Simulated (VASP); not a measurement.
# Ir (P6/mmm) in VASP: a series of runs

Ir is run at these levels: PBE; tasks: single point.

Everything below comes from runs of VASP 6.6.1. Logs are shortened: lines on timing, memory, paths and dates and some standing lists are left out, and cuts for length are marked.

## (1) The cell of the first run

The structure is hexagonal, space group P6/mmm (No. 191). Conventional cell: a = 4.197 Å, b = 4.197 Å, c = 2.592 Å, α = 90.00°, β = 90.00°, γ = 120.00°. Ir (site symmetry 6/mmm) has 14 Ir at 2.59 to 2.75 Å within 3.4 Å. Within 3.2 Å of Ir (site symmetry -6m2) lie 11 Ir at 2.42 to 2.75 Å.

This isn't the form of Ir at room conditions, which is fcc.

## (2) Single point, PBE (13.18 Å³/atom)

The input, INCAR:

```
SYSTEM = Ir
PREC     = Accurate       ! precision mode
ENCUT    = 520            ! plane-wave cutoff, eV
EDIFF    = 1E-6           ! SCF threshold, eV
ISMEAR   = -1             ! smearing method
SIGMA    = 0.1            ! smearing width, eV
LREAL    = .FALSE.        ! projectors in reciprocal space
LASPH    = .TRUE.         ! aspherical terms in the spheres
NELM     = 100            ! most SCF steps
ALGO     = Normal         ! electronic algorithm
ISIF     = 2              ! what is computed and relaxed
LWAVE    = .FALSE.        ! write WAVECAR
LCHARG   = .FALSE.        ! write CHGCAR
GGA      = PE             ! functional
NBANDS   = 20             ! bands
```

The input, KPOINTS:

```
Automatic mesh
0
G
  9 9 13
  0 0 0
```

The input, POSCAR:

```
Ir
1.0
    4.1969077497      0.0000000000      0.0000000000
   -2.0984538748      3.6346287286      0.0000000000
    0.0000000000      0.0000000000      2.5916912423
Ir
3
Direct
    1.0000000000      1.0000000000      0.0000000000
    0.3333333333      0.6666666667      0.5000000000
    0.6666666667      0.3333333333      0.5000000000
```

Potentials or basis: VASP PAW PBE potentials, release 64 (Ir).

Started as:

```console
$ cat potpaw_PBE.64/Ir/POTCAR > POTCAR
$ mpirun -np 1 vasp_std > vasp.out
```

OUTCAR:

```text
SYSTEM = Ir
   PREC = Accurate
   ENCUT = 520
   EDIFF = 1E-6
   ISMEAR = -1
   LREAL = .FALSE.
   LASPH = .TRUE.
   NELM = 100
   ISIF = 2
   GGA = PE

 ion  position               nearest neighbor table
   1  0.000  0.000  0.000-   2 2.75   3 2.75   2 2.75   3 2.75   2 2.75   2 2.75   3 2.75   3 2.75
                             3 2.75   3 2.75   2 2.75   2 2.75
   2  0.333  0.667  0.500-   3 2.42   3 2.42   3 2.42   1 2.75   1 2.75   1 2.75   1 2.75   1 2.75
                             1 2.75
   3  0.667  0.333  0.500-   2 2.42   2 2.42   2 2.42   1 2.75   1 2.75   1 2.75   1 2.75   1 2.75
                             1 2.75

  LATTYP: Found a hexagonal cell.
 ALAT       =     4.1969077497
 C/A-ratio  =     0.6175239955

  Lattice vectors:

 A1 = (   4.1969077497,   0.0000000000,   0.0000000000)
 A2 = (  -2.0984538748,   3.6346287286,   0.0000000000)
 A3 = (   0.0000000000,   0.0000000000,   2.5916912423)

Analysis of symmetry for initial positions (statically):
=====================================================================
 Subroutine PRICEL returns:
 Original cell was already a primitive cell.

 Routine SETGRP: Setting up the symmetry group for a
 hexagonal supercell.

 Subroutine GETGRP returns: Found 24 space group operations
 (whereof 24 operations were pure point group operations)
 out of a pool of 24 trial point group operations.

The static configuration has the point symmetry D_6h.

Analysis of symmetry for dynamics (positions and initial velocities):
=====================================================================
 Subroutine PRICEL returns:
 Original cell was already a primitive cell.

 Routine SETGRP: Setting up the symmetry group for a
 hexagonal supercell.

 Subroutine GETGRP returns: Found 24 space group operations
 (whereof 24 operations were pure point group operations)
 out of a pool of 24 trial point group operations.

The dynamic configuration has the point symmetry D_6h.

 Subroutine INISYM returns: Found 24 space group operations
 (whereof 24 operations are pure point group operations),
 and found     1 'primitive' translations

----------------------------------------------------------------------------------------

                                     Primitive cell

  volume of cell :      39.5342

  direct lattice vectors                    reciprocal lattice vectors
     4.196907750  0.000000000  0.000000000     0.238270665  0.137565633  0.000000000
    -2.098453875  3.634628729  0.000000000     0.000000000  0.275131265  0.000000000
     0.000000000  0.000000000  2.591691242     0.000000000  0.000000000  0.385848431

  length of vectors
     4.196907750  4.196907750  2.591691242     0.275131265  0.275131265  0.385848431

  position of ions in fractional coordinates (direct lattice)
     0.000000000  0.000000000  0.000000000
     0.333333333  0.666666667  0.500000000
     0.666666667  0.333333333  0.500000000

  ion indices of the primitive-cell ions
   primitive index   ion index
                 1           1
                 2           2
                 3           3

----------------------------------------------------------------------------------------

 KPOINTS: Automatic mesh

Automatic generation of k-mesh.
 Grid dimensions read from file:
 generate k-points for:    9    9   13

 Generating k-lattice:

  Cartesian coordinates                     Fractional coordinates (reciprocal lattice)
     0.026474518  0.015285070  0.000000000     0.111111111  0.000000000  0.000000000
     0.000000000  0.030570141  0.000000000     0.000000000  0.111111111  0.000000000
     0.000000000  0.000000000  0.029680649     0.000000000  0.000000000  0.076923077

  Length of vectors
     0.030570141  0.030570141  0.029680649

  Shift w.r.t. Gamma in fractional coordinates (k-lattice)
     0.000000000  0.000000000  0.000000000

 Subroutine IBZKPT returns following result:
 ===========================================

 Found     84 irreducible k-points:

 Following reciprocal coordinates:
            Coordinates               Weight
  0.000000  0.000000  0.000000      1.000000
  0.111111 -0.000000  0.000000      6.000000
  0.222222 -0.000000  0.000000      6.000000
  0.333333 -0.000000  0.000000      6.000000
  0.444444 -0.000000  0.000000      6.000000
  0.111111  0.111111  0.000000      6.000000
[... 16 lines left out ...]
  0.333333  0.222222  0.076923     24.000000
  0.333333  0.333333  0.076923      4.000000
 [... further k-points ...]
   k-points           NKPTS =     84   k-points in BZ     NKDIM =     84   number of bands    NBANDS=     20
   number of dos      NEDOS =    301   number of ions     NIONS =      3
   total plane-waves  NPLWV =  20480
   dimension x,y,z NGX =    32 NGY =   32 NGZ =   20
   dimension x,y,z NGXF=    64 NGYF=   64 NGZF=   40
   ions per type =               3
   NGX,Y,Z   is equivalent  to a cutoff of  12.68, 12.68, 12.83 a.u.
   NGXF,Y,Z  is equivalent  to a cutoff of  25.35, 25.35, 25.66 a.u.
 SYSTEM =  Ir
   PREC   = accura    normal or accurate (medium, high low for compatibility)
   ISTART =      0    job   : 0-new  1-cont  2-samecut
   ICHARG =      2    charge: 1-file 2-atom 10-const
   ISPIN  =      1    spin polarized calculation?
   LNONCOLLINEAR =      F non collinear calculations
   LSORBIT =      F    spin-orbit coupling
   LASPH  =      T    aspherical Exc in radial PAW
   ENCUT  =  520.0 eV  38.22 Ry    6.18 a.u.   7.80  7.80  4.82*2*pi/ulx,y,z
   NELM   =    100;   NELMIN=  2; NELMDL= -5     # of ELM steps
   EDIFF  = 0.1E-05   stopping-criterion for ELM
   LREAL  =      F    real-space projection
   EDIFFG = 0.1E-04   stopping-criterion for IOM
   NSW    =      0    number of steps for IOM
   IBRION =     -1    ionic relax: 0-MD 1-quasi-New 2-CG
   NFREE  =      0    steps in history (QN), initial steepest desc. (CG)
   ISIF   =      2    stress and relaxation
   ISYM   =      2    0-nonsym 1-usesym 2-fastsym
   POTIM  = 0.5000    time-step for ionic-motion
   TEBEG  =    0.0;   TEEND  =   0.0 temperature during run
   PSTRESS=    0.0 pullay stress
   NELECT =      27.0000    total number of electrons
   NUPDOWN=      -1.0000    fix difference up-down
   EMIN   =  10.00;   EMAX   =-10.00  energy-range for DOS
   EFERMI =   0.00;   METHOD = LEGACY
   ISMEAR =    -1;   SIGMA  =   0.10  broadening in eV -4-tet -1-fermi 0-gaus
   EFERMI_NEDOS =   21; number of points for ismear=-14 and -15
   IALGO  =     38    algorithm
   IMIX   =      4    mixing-type and parameters
     AMIX     =   0.40;   BMIX     =  1.00
     AMIX_MAG =   1.60;   BMIX_MAG =  1.00
  volume/ion in A,a.u.               =      13.18        88.93
  Fermi-wavevector in a.u.,A,eV,Ry     =   1.441690  2.724399 28.279296  2.078470
  Thomas-Fermi vector in A             =   2.560294
   LORBIT       =      0    0 simple, 1 ext, 2 COOP (PROOUT), +10 PAW based schemes
   GGA     = PE    functional components
   LHFCALC =     F    Hartree Fock is set to
   AEXX    =    0.0000 exact exchange contribution
   IVDW    =     0    specifies the selected vdW correction
   LEPSILON=     F    determine dielectric tensor
   LRPA    =     F    only Hartree local field effects (RPA)
 non-spin polarized calculation
  energy-cutoff  :      520.00
  volume of cell :       39.53
 maximum number of plane-waves:      1080
 NGX is ok and might be reduce to    32
   NGX = 15   NGY = 15   NGZ =  9

 number of electron      26.9999998 magnetization

 Free energy of the ion-electron system (eV)
  ---------------------------------------------------
  ext. energy  EPLUGINS =         0.00000000
  ---------------------------------------------------
  free energy    TOTEN  =       -24.77607933 eV

  energy without entropy =      -24.64764542  energy(sigma->0) =      -24.71186238

 E-fermi :  11.7031     XC(G=0): -14.3940

 val. band max:       11.7013020105   @ k =   0.3333   0.3333   0.3077
 cond. band min:      11.7070193096   @ k =   0.3333   0.1111   0.2308
 fundamental gap:      0.0057172991
 Fermi energy:        11.7030681127

 k-point     1 :       0.0000    0.0000    0.0000
  band No.  band energies     occupation
      1      -0.2076      2.00000
      2       3.4434      2.00000
      3       6.1701      2.00000
      4       6.4640      2.00000
      5       6.4640      2.00000
      6       6.4979      2.00000
[... 12 lines left out ...]
     19      21.0170      0.00000
     20      21.0198      0.00000

 k-point     2 :       0.1111   -0.0000    0.0000
  band No.  band energies     occupation
      1       0.0062      2.00000
      2       3.5144      2.00000
      3       5.3932      2.00000
      4       5.8888      2.00000
      5       5.9760      2.00000
      6       6.8137      2.00000
[... 12 lines left out ...]
     19      19.2667      0.00000
     20      20.4071      0.00000

 k-point     3 :       0.2222   -0.0000    0.0000
  band No.  band energies     occupation
      1       0.6171      2.00000
      2       3.6077      2.00000
      3       4.4727      2.00000
      4       5.4444      2.00000
      5       5.5469      2.00000
      6       6.6786      2.00000
[... 12 lines left out ...]
     19      19.6104      0.00000
     20      21.5269      0.00000

 k-point     4 :       0.3333   -0.0000    0.0000
  band No.  band energies     occupation
      1       1.5254      2.00000
      2       3.2156      2.00000
      3       4.2533      2.00000
      4       4.9874      2.00000
      5       5.4258      2.00000
      6       6.3112      2.00000
[... 429 lines left out ...]
 k-point    23 :       0.3333    0.2222    0.0769
  band No.  band energies     occupation
      1       2.5298      2.00000
      2       3.2149      2.00000
      3       3.5443      2.00000
      4       5.4557      2.00000
      5       5.7827      2.00000
      6       6.2612      2.00000
[... 12 lines left out ...]
     19      22.7655      0.00000
     20      24.8841      0.00000

 k-point    24 :       0.3333    0.3333    0.0769
  band No.  band energies     occupation
      1       2.4947      2.00000
      2       3.3922      2.00000
      3       3.3922      2.00000
      4       5.7147      2.00000
      5       5.7147      2.00000
      6       6.2381      2.00000
[... 12 lines left out ...]
     19      24.1030      0.00000
     20      25.4792      0.00000

 [... further k-points ...]

------------------------ aborting loop because EDIFF is reached ----------------------------------------

  FORCE on cell =-STRESS in cart. coord.  units (eV):
  Direction    XX          YY          ZZ          XY          YZ          ZX
  --------------------------------------------------------------------------------------
  -------------------------------------------------------------------------------------
  Total       14.8148938     14.8148938     13.0541413      0.0000000     -0.0000000      0.0000000
  in kB      600.3940576    600.3940576    529.0371278      0.0000000     -0.0000000      0.0000000
  external PRESSURE =     576.6084143 kB  Pullay stress =       0.0000000 kB

 VOLUME and BASIS-vectors are now :
 -----------------------------------------------------------------------------
  energy-cutoff  :      520.00
  volume of cell :       39.53
      direct lattice vectors                 reciprocal lattice vectors
     4.196907750  0.000000000  0.000000000     0.238270665  0.137565633  0.000000000
    -2.098453875  3.634628729  0.000000000     0.000000000  0.275131265  0.000000000
     0.000000000  0.000000000  2.591691242     0.000000000  0.000000000  0.385848431

 POSITION                                       TOTAL-FORCE (eV/Angst)
 -----------------------------------------------------------------------------------
      0.00000      0.00000      0.00000         0.000000      0.000000      0.000000
     -0.00000      2.42309      1.29585        -0.000000      0.000000     -0.000000
      2.09845      1.21154      1.29585         0.000000     -0.000000      0.000000
 -----------------------------------------------------------------------------------
    total drift:                               -0.000000      0.000000      0.000000

  FREE ENERGIE OF THE ION-ELECTRON SYSTEM (eV)
  ---------------------------------------------------
  free  energy   TOTEN  =       -24.7760793332 eV

  energy  without entropy=      -24.6476454184  energy(sigma->0) =      -24.71186238
```

It took 65 s on 1 thread of Intel Xeon 8259CL, shared host; peak memory 0.19 GiB.

What came out:

| Quantity | Value |
| --- | --- |
| Free energy | -24.7761 eV |
| Pressure | 57.7 GPa |
| Band gap on the k mesh | zero (an odd number of electrons rules out a gap without spin polarisation) |

Stress tensor (GPa, compression positive):
```
60.04  0.00  0.00
 0.00 60.04  0.00
 0.00  0.00 52.90
```

Levels at points of the mesh, in eV from the Fermi level:
| k point | band 11 | band 12 | band 13 | band 14 | band 15 | band 16 | band 17 | band 18 |
| --- | --- | --- | --- | --- | --- | --- | --- | --- |
| (0.00, 0.00, 0.00) | -2.44 | -2.44 | -2.40 | -2.40 | 1.42 | 1.42 | 6.86 | 8.23 |

Caveat: the cell stands under pressure; spin-orbit coupling is left out, which moves the levels of the heavy elements.

(Part 1 of 2 ends here.)
